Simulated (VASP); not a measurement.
Crystal: Ru.

```
Ru
1.0
     2.68951    0.00000    0.00000
    -1.34475    2.32918    0.00000
     0.00000    0.00000    6.37790
Ru
3
Direct
  0.00000 0.00000 0.00000
  0.33333 0.66667 0.33333
  0.66667 0.33333 0.66667
```

* Program: VASP 6.6.1
* Task: relaxation of cell and atoms
* Functional: PBEsol
* Potentials or basis: VASP PAW PBE potentials, release 64 (Ru_pv)
* Cutoff: 600 eV
* k mesh: 18 × 18 × 7
* Occupations: gaussian, width 0.1 eV
* Spin: no spin polarisation

At the start: pressure 2.1 GPa; volume 13.32 Å³/atom.

Q: Where does the relaxation end?

A: Over 7 steps the energy falls by 17.4 meV/atom and the volume is 13.37 Å³/atom (+0.4 %); space group Fm-3m (No. 225, to 0.1 Å) before and after.

Step by step:
```tsv
step	energy change (eV)	largest force (eV/Å)	pressure (GPa)	volume (Å³)
1	0.0000	0.0000	2.10	39.95
2	0.0348	0.0000	-5.60	40.90
3	-0.0504	0.0000	-2.13	40.38
4	-0.0504	0.0000	-2.01	40.37
5	-0.0416	0.0000	5.15	39.55
6	-0.0521	0.0000	-0.08	40.13
7	-0.0521	0.0000	0.01	40.12
```

Final structure:
```yaml
crystal:
  lattice:
    - [2.66362, 0.00000, 0.00000]
    - [-1.33181, 2.30676, 0.00000]
    - [0.00000, 0.00000, 6.53020]
  atoms:
    - { symbol: Ru, position: [0.00000, 0.00000, 0.00000] }
    - { symbol: Ru, position: [0.33333, 0.66667, 0.33333] }
    - { symbol: Ru, position: [0.66667, 0.33333, 0.66667] }
```

Caveat: the highest band is partly filled, so the run has too few bands; the PAW data sets were made with another functional, which shifts forces and pressure a little.
